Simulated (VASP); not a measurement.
# GaN in VASP: notebook

GaN is run at these levels: PBEsol; tasks: electric field gradients, density of states.

All numbers are computed with VASP 6.6.1; they aren't measurements. Logs are shortened: lines on timing, memory, paths and dates and some standing lists are left out, and cuts for length are marked.

## Step 1: The cell of the first run

It takes space group Fm-3m (No. 225, cubic). Conventional cell: a = 4.011 Å, b = 4.011 Å, c = 4.011 Å, α = 90.00°, β = 90.00°, γ = 90.00°. Ga (site symmetry m-3m) has 6 N at 2.01 Å within 2.7 Å. Within 2.7 Å of N (site symmetry m-3m) lie 6 Ga at 2.01 Å.

## Step 2: Electric field gradients, PBEsol (volume scaled by 1.02)

Input file INCAR:

```
SYSTEM = GaN
PREC = Accurate
ENCUT = 520
EDIFF = 1E-8
ISMEAR = -1
SIGMA = 0.02
LREAL = .FALSE.
LASPH = .TRUE.
NELM = 80
ALGO = Normal
ISIF = 2
LWAVE = .FALSE.
LCHARG = .FALSE.
GGA = PS
LEFG = .TRUE.
NBANDS = 16
```

Input file KPOINTS:

```
Automatic mesh
0
G
  13 13 13
  0 0 0
```

Input file POSCAR:

```
GaN
1.0
    0.0000000000      2.0056957488      2.0056957488
    2.0056957488      0.0000000000      2.0056957488
    2.0056957488      2.0056957488      0.0000000000
Ga N
1 1
Direct
    0.5000000000      0.5000000000      0.5000000000
    0.0000000000      0.0000000000      0.0000000000
```

Potentials or basis: VASP PAW PBE potentials, release 64 (Ga_d, N).

Command:

```sh
$ cat potpaw_PBE.64/Ga_d/POTCAR potpaw_PBE.64/N/POTCAR > POTCAR
$ mpirun -np 1 vasp_std > vasp.out
```

OUTCAR:

```text
SYSTEM = GaN
   PREC = Accurate
   ENCUT = 520
   EDIFF = 1E-8
   ISMEAR = -1
   LREAL = .FALSE.
   LASPH = .TRUE.
   NELM = 80
   ISIF = 2
   GGA = PS

 ion  position               nearest neighbor table
   1  0.500  0.500  0.500-   2 2.01   2 2.01   2 2.01   2 2.01   2 2.01   2 2.01
   2  0.000  0.000  0.000-   1 2.01   1 2.01   1 2.01   1 2.01   1 2.01   1 2.01

  LATTYP: Found a face centered cubic cell.
 ALAT       =     4.0113914976

  Lattice vectors:

 A1 = (   0.0000000000,   2.0056957488,   2.0056957488)
 A2 = (   2.0056957488,   0.0000000000,   2.0056957488)
 A3 = (   2.0056957488,   2.0056957488,   0.0000000000)

Analysis of symmetry for initial positions (statically):
=====================================================================
 Subroutine PRICEL returns:
 Original cell was already a primitive cell.

 Routine SETGRP: Setting up the symmetry group for a
 face centered cubic supercell.

 Subroutine GETGRP returns: Found 48 space group operations
 (whereof 48 operations were pure point group operations)
 out of a pool of 48 trial point group operations.

The static configuration has the point symmetry O_h .

Analysis of symmetry for dynamics (positions and initial velocities):
=====================================================================
 Subroutine PRICEL returns:
 Original cell was already a primitive cell.

 Routine SETGRP: Setting up the symmetry group for a
 face centered cubic supercell.

 Subroutine GETGRP returns: Found 48 space group operations
 (whereof 48 operations were pure point group operations)
 out of a pool of 48 trial point group operations.

The dynamic configuration has the point symmetry O_h .

 Subroutine INISYM returns: Found 48 space group operations
 (whereof 48 operations are pure point group operations),
 and found     1 'primitive' translations

----------------------------------------------------------------------------------------

                                     Primitive cell

  volume of cell :      16.1371

  direct lattice vectors                    reciprocal lattice vectors
     0.000000000  2.005695749  2.005695749    -0.249290053  0.249290053  0.249290053
     2.005695749  0.000000000  2.005695749     0.249290053 -0.249290053  0.249290053
     2.005695749  2.005695749  0.000000000     0.249290053  0.249290053 -0.249290053

  length of vectors
     2.836482130  2.836482130  2.836482130     0.431783038  0.431783038  0.431783038

  position of ions in fractional coordinates (direct lattice)
     0.500000000  0.500000000  0.500000000
     0.000000000  0.000000000  0.000000000

  ion indices of the primitive-cell ions
   primitive index   ion index
                 1           1
                 2           2

----------------------------------------------------------------------------------------

 KPOINTS: Automatic mesh

Automatic generation of k-mesh.
 Grid dimensions read from file:
 generate k-points for:   13   13   13

 Generating k-lattice:

  Cartesian coordinates                     Fractional coordinates (reciprocal lattice)
    -0.019176158  0.019176158  0.019176158     0.076923077  0.000000000  0.000000000
     0.019176158 -0.019176158  0.019176158     0.000000000  0.076923077  0.000000000
     0.019176158  0.019176158 -0.019176158     0.000000000  0.000000000  0.076923077

  Length of vectors
     0.033214080  0.033214080  0.033214080

  Shift w.r.t. Gamma in fractional coordinates (k-lattice)
     0.000000000  0.000000000  0.000000000

 Subroutine IBZKPT returns following result:
 ===========================================

 Found     84 irreducible k-points:

 Following reciprocal coordinates:
            Coordinates               Weight
  0.000000  0.000000  0.000000      1.000000
  0.076923  0.000000  0.000000      8.000000
  0.153846  0.000000  0.000000      8.000000
  0.230769  0.000000  0.000000      8.000000
  0.307692  0.000000  0.000000      8.000000
  0.384615  0.000000  0.000000      8.000000
[... 16 lines left out ...]
  0.384615  0.153846  0.000000     24.000000
  0.461538  0.153846  0.000000     24.000000
 [... further k-points ...]
   k-points           NKPTS =     84   k-points in BZ     NKDIM =     84   number of bands    NBANDS=     16
   number of dos      NEDOS =    301   number of ions     NIONS =      2
   total plane-waves  NPLWV =  13824
   dimension x,y,z NGX =    24 NGY =   24 NGZ =   24
   dimension x,y,z NGXF=    48 NGYF=   48 NGZF=   48
   ions per type =               1   1
   NGX,Y,Z   is equivalent  to a cutoff of  14.07, 14.07, 14.07 a.u.
   NGXF,Y,Z  is equivalent  to a cutoff of  28.13, 28.13, 28.13 a.u.
 SYSTEM =  GaN
   PREC   = accura    normal or accurate (medium, high low for compatibility)
   ISTART =      0    job   : 0-new  1-cont  2-samecut
   ICHARG =      2    charge: 1-file 2-atom 10-const
   ISPIN  =      1    spin polarized calculation?
   LNONCOLLINEAR =      F non collinear calculations
   LSORBIT =      F    spin-orbit coupling
   LASPH  =      T    aspherical Exc in radial PAW
   ENCUT  =  520.0 eV  38.22 Ry    6.18 a.u.   5.27  5.27  5.27*2*pi/ulx,y,z
   NELM   =     80;   NELMIN=  2; NELMDL= -5     # of ELM steps
   EDIFF  = 0.1E-07   stopping-criterion for ELM
   LREAL  =      F    real-space projection
   EDIFFG = 0.1E-06   stopping-criterion for IOM
   NSW    =      0    number of steps for IOM
   IBRION =     -1    ionic relax: 0-MD 1-quasi-New 2-CG
   NFREE  =      0    steps in history (QN), initial steepest desc. (CG)
   ISIF   =      2    stress and relaxation
   ISYM   =      2    0-nonsym 1-usesym 2-fastsym
   POTIM  = 0.5000    time-step for ionic-motion
   TEBEG  =    0.0;   TEEND  =   0.0 temperature during run
   PSTRESS=    0.0 pullay stress
   NELECT =      18.0000    total number of electrons
   NUPDOWN=      -1.0000    fix difference up-down
   EMIN   =  10.00;   EMAX   =-10.00  energy-range for DOS
   EFERMI =   0.00;   METHOD = LEGACY
   ISMEAR =    -1;   SIGMA  =   0.02  broadening in eV -4-tet -1-fermi 0-gaus
   EFERMI_NEDOS =   21; number of points for ismear=-14 and -15
   IALGO  =     38    algorithm
   IMIX   =      4    mixing-type and parameters
     AMIX     =   0.40;   BMIX     =  1.00
     AMIX_MAG =   1.60;   BMIX_MAG =  1.00
  volume/ion in A,a.u.               =       8.07        54.45
  Fermi-wavevector in a.u.,A,eV,Ry     =   1.697816  3.208407 39.219869  2.882579
  Thomas-Fermi vector in A             =   2.778428
   LORBIT       =      0    0 simple, 1 ext, 2 COOP (PROOUT), +10 PAW based schemes
   GGA     = PS    functional components
   LHFCALC =     F    Hartree Fock is set to
   AEXX    =    0.0000 exact exchange contribution
   IVDW    =     0    specifies the selected vdW correction
   LEPSILON=     F    determine dielectric tensor
   LRPA    =     F    only Hartree local field effects (RPA)
 non-spin polarized calculation
  energy-cutoff  :      520.00
  volume of cell :       16.14
 maximum number of plane-waves:       445
 NGX is ok and might be reduce to    24
   NGX = 11   NGY = 11   NGZ = 11

 number of electron      18.0000001 magnetization

 Free energy of the ion-electron system (eV)
  ---------------------------------------------------
  ext. energy  EPLUGINS =         0.00000000
  ---------------------------------------------------
  free energy    TOTEN  =       -11.89058245 eV

  energy without entropy =      -11.89058245  energy(sigma->0) =      -11.89058245

 E-fermi :  10.4403     XC(G=0): -14.2072

 val. band max:        9.8922780447   @ k =  -0.2308   0.1538   0.0000
 cond. band min:      11.5668692869   @ k =   0.4615   0.4615   0.0000
 fundamental gap:      1.6745912422
 Fermi energy:        10.4402934497

 k-point     1 :       0.0000    0.0000    0.0000
  band No.  band energies     occupation
      1      -9.1439      2.00000
      2      -4.0516      2.00000
      3      -4.0516      2.00000
      4      -4.0516      2.00000
      5      -3.9053      2.00000
      6      -3.9053      2.00000
[... 8 lines left out ...]
     15      27.9984      0.00000
     16      27.9984      0.00000

 k-point     2 :       0.0769    0.0000    0.0000
  band No.  band energies     occupation
      1      -9.0083      2.00000
      2      -4.0617      2.00000
      3      -4.0418      2.00000
      4      -4.0418      2.00000
      5      -3.9207      2.00000
      6      -3.9207      2.00000
[... 8 lines left out ...]
     15      27.5424      0.00000
     16      27.5424      0.00000
[... 387 lines left out ...]
      5      -3.7140      2.00000
      6      -3.6372      2.00000
[... 8 lines left out ...]
     15      32.0419      0.00000
     16      34.4199      0.00000

 k-point    24 :       0.4615    0.1538    0.0000
  band No.  band energies     occupation
      1      -6.0651      2.00000
      2      -4.3578      2.00000
      3      -4.1828      2.00000
      4      -4.0666      2.00000
      5      -3.6854      2.00000
      6      -3.3717      2.00000
[... 8 lines left out ...]
     15      32.4184      0.00000
     16      35.7341      0.00000

 [... further k-points ...]
[... 5 lines left out ...]
  --------------------------------------------------------------------------------------
  -------------------------------------------------------------------------------------
  Total        5.0793803      5.0793803      5.0793803     -0.0000000     -0.0000000     -0.0000000
  in kB      504.3083417    504.3083417    504.3083417     -0.0000000     -0.0000000     -0.0000000
  external PRESSURE =     504.3083417 kB  Pullay stress =       0.0000000 kB

 VOLUME and BASIS-vectors are now :
 -----------------------------------------------------------------------------
  energy-cutoff  :      520.00
  volume of cell :       16.14
      direct lattice vectors                 reciprocal lattice vectors
     0.000000000  2.005695749  2.005695749    -0.249290053  0.249290053  0.249290053
     2.005695749  0.000000000  2.005695749     0.249290053 -0.249290053  0.249290053
     2.005695749  2.005695749  0.000000000     0.249290053  0.249290053 -0.249290053

 POSITION                                       TOTAL-FORCE (eV/Angst)
 -----------------------------------------------------------------------------------
      2.00570      2.00570      2.00570        -0.000000      0.000000      0.000000
      0.00000      0.00000      0.00000         0.000000     -0.000000     -0.000000
 -----------------------------------------------------------------------------------
    total drift:                                0.000000     -0.000000      0.000000

  FREE ENERGIE OF THE ION-ELECTRON SYSTEM (eV)
  ---------------------------------------------------
  free  energy   TOTEN  =       -11.8905824546 eV

  energy  without entropy=      -11.8905824546  energy(sigma->0) =      -11.89058245

 Electric field gradients (V/A^2)
---------------------------------------------------------------------
 ion       V_xx      V_yy      V_zz      V_xy      V_xz      V_yz
---------------------------------------------------------------------
   1      -0.000     0.000    -0.000    -0.002    -0.002    -0.002
   2      -0.000     0.000    -0.000    -0.000    -0.000    -0.000
---------------------------------------------------------------------

 Electric field gradients after diagonalization (V/A^2)
 (convention: |V_zz| > |V_xx| > |V_yy|)
----------------------------------------------------------------------
 ion       V_xx      V_yy      V_zz     asymmetry (V_yy - V_xx)/ V_zz
----------------------------------------------------------------------
   1       0.002     0.002    -0.003       0.000
   2       0.000     0.000    -0.000       0.000
----------------------------------------------------------------------

           NMR quadrupolar parameters

 Cq : quadrupolar parameter    Cq=e*Q*V_zz/h
 eta: asymmetry parameters     (V_yy - V_xx)/ V_zz
 Q  : nuclear electric quadrupole moment in mb (millibarn)
----------------------------------------------------------------------
 ion       Cq(MHz)       eta       Q (mb)
----------------------------------------------------------------------
   1      -0.000       0.000       1.000
   2      -0.000       0.000       1.000
----------------------------------------------------------------------
```

It took 8.9 s on 1 thread of Intel Xeon 6975P-C (Granite Rapids), shared host; peak memory 0.15 GiB.

What came out:

| Property | Result |
| --- | --- |
| Free energy | -11.8906 eV |
| Pressure | 50.4 GPa |
| Band gap on the k mesh | 1.67 eV, indirect (least direct gap 4.92 eV) |

Caveat: without QUAD_EFG the Cq values of the log hold for a quadrupole moment of 1 mb, not for the nuclei; the PAW data sets were made with another functional, which shifts forces and pressure a little.

## Step 3: Electric field gradients, PBEsol (volume scaled by 1.03)

Input file INCAR:

```
SYSTEM = GaN
PREC = Accurate
ENCUT = 520
EDIFF = 1E-8
ISMEAR = -1
SIGMA = 0.02
LREAL = .False.
LASPH = .True.
NELM = 100
ALGO = Normal
ISIF = 2
LWAVE = .False.
LCHARG = .False.
GGA = PS
LEFG = .True.
NBANDS = 16
```

Input file KPOINTS:

```
Automatic mesh
0
Gamma
  13 13 13
  0 0 0
```

Input file POSCAR:

```
GaN
1.0
    0.0000000000      2.0122290058      2.0122290058
    2.0122290058      0.0000000000      2.0122290058
    2.0122290058      2.0122290058      0.0000000000
Ga N
1 1
Direct
    0.5000000000      0.5000000000      0.5000000000
    0.0000000000      0.0000000000      0.0000000000
```

Potentials or basis: VASP PAW PBE potentials, release 64 (Ga_d, N).

Command:

```sh
$ cat potpaw_PBE.64/Ga_d/POTCAR potpaw_PBE.64/N/POTCAR > POTCAR
$ mpirun -np 1 vasp_std > vasp.out
```

OUTCAR:

```text
SYSTEM = GaN
   PREC = Accurate
   ENCUT = 520
   EDIFF = 1E-8
   ISMEAR = -1
   LREAL = .False.
   LASPH = .True.
   NELM = 100
   ISIF = 2
   GGA = PS

 ion  position               nearest neighbor table
   1  0.500  0.500  0.500-   2 2.01   2 2.01   2 2.01   2 2.01   2 2.01   2 2.01
   2  0.000  0.000  0.000-   1 2.01   1 2.01   1 2.01   1 2.01   1 2.01   1 2.01

  LATTYP: Found a face centered cubic cell.
 ALAT       =     4.0244580116

  Lattice vectors:

 A1 = (   0.0000000000,   2.0122290058,   2.0122290058)
[... 669 lines left out ...]
  ---------------------------------------------------
  free  energy   TOTEN  =       -11.9384177700 eV

  energy  without entropy=      -11.9384177700  energy(sigma->0) =      -11.93841777

 Electric field gradients (V/A^2)
---------------------------------------------------------------------
 ion       V_xx      V_yy      V_zz      V_xy      V_xz      V_yz
---------------------------------------------------------------------
   1       0.000    -0.000    -0.000    -0.001    -0.001    -0.001
   2      -0.000     0.000     0.000    -0.000    -0.000    -0.000
---------------------------------------------------------------------

 Electric field gradients after diagonalization (V/A^2)
 (convention: |V_zz| > |V_xx| > |V_yy|)
----------------------------------------------------------------------
 ion       V_xx      V_yy      V_zz     asymmetry (V_yy - V_xx)/ V_zz
----------------------------------------------------------------------
   1       0.001     0.001    -0.003       0.000
   2       0.000     0.000    -0.000       0.000
----------------------------------------------------------------------

           NMR quadrupolar parameters

 Cq : quadrupolar parameter    Cq=e*Q*V_zz/h
 eta: asymmetry parameters     (V_yy - V_xx)/ V_zz
 Q  : nuclear electric quadrupole moment in mb (millibarn)
----------------------------------------------------------------------
 ion       Cq(MHz)       eta       Q (mb)
----------------------------------------------------------------------
   1      -0.000       0.000       1.000
   2      -0.000       0.000       1.000
----------------------------------------------------------------------
```

Run time: 8.9 s. Hardware: 1 thread of Intel Xeon 6975P-C (Granite Rapids), shared host; peak memory 0.15 GiB.

Results:

```
Free energy            : -11.9384 eV
Pressure               : 46.2 GPa
Band gap on the k mesh : 1.61 eV, indirect (least direct gap 4.77 eV)
```

Levels at points of the mesh, in eV from the valence-band top:
```
           k point  band 7  band 8  band 9  band 10  band 11  band 12
(0.00, 0.00, 0.00)   -0.71   -0.71   -0.71     4.06    15.51    15.51
```

Caveat: without QUAD_EFG the Cq values of the log hold for a quadrupole moment of 1 mb, not for the nuclei; the PAW data sets were made with another functional, which shifts forces and pressure a little. A k mesh can miss the band edges.

(Part 1 of 2 ends here.)
